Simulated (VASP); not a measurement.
A run of VASP 6.6.1:

INCAR

```
PREC     = Accurate       # precision mode
ENCUT    = 520            # plane-wave cutoff, eV
EDIFF    = 1E-6           # SCF threshold, eV
ISMEAR   = 0              # smearing method
SIGMA    = 0.15           # smearing width, eV
LREAL    = F              # projectors in reciprocal space
LASPH    = T              # aspherical terms in the spheres
NELM     = 80             # most SCF steps
ALGO     = Fast           # electronic algorithm
ISIF     = 2              # what is computed and relaxed
LWAVE    = F              # write WAVECAR
LCHARG   = F              # write CHGCAR
GGA      = PS             # functional
NBANDS   = 25             # bands
```

File KPOINTS:

```
regular mesh
0
Gamma
  12 12 18
```

The input POSCAR:

```
Ti
1.0
    4.7410545669      0.0000000000      0.0000000000
   -2.3705272834      4.1058736957      0.0000000000
    0.0000000000      0.0000000000      2.6588539717
Ti
3
Direct
    0.0000000000      0.0000000000      0.0000000000
    0.3333333333      0.6666666667      0.5000000000
    0.6666666667      0.3333333333      0.5000000000
```

Potentials or basis: VASP PAW PBE potentials, release 64 (Ti_sv).

The run is started by

```console
$ cat potpaw_PBE.64/Ti_sv/POTCAR > POTCAR
$ mpirun -np 1 vasp_std > vasp.out
```

Hardware: 1 thread of AMD EPYC 9R45 96-Core Processor (Zen 5), with other jobs on the host.

Q: Estimate the wall time of this run.

A: Wall time 8.8 min on 1 thread of AMD EPYC 9R45 96-Core Processor (Zen 5), with other jobs on the host, peak memory 0.28 GiB. Counts: scf iterations 50, k points 190.
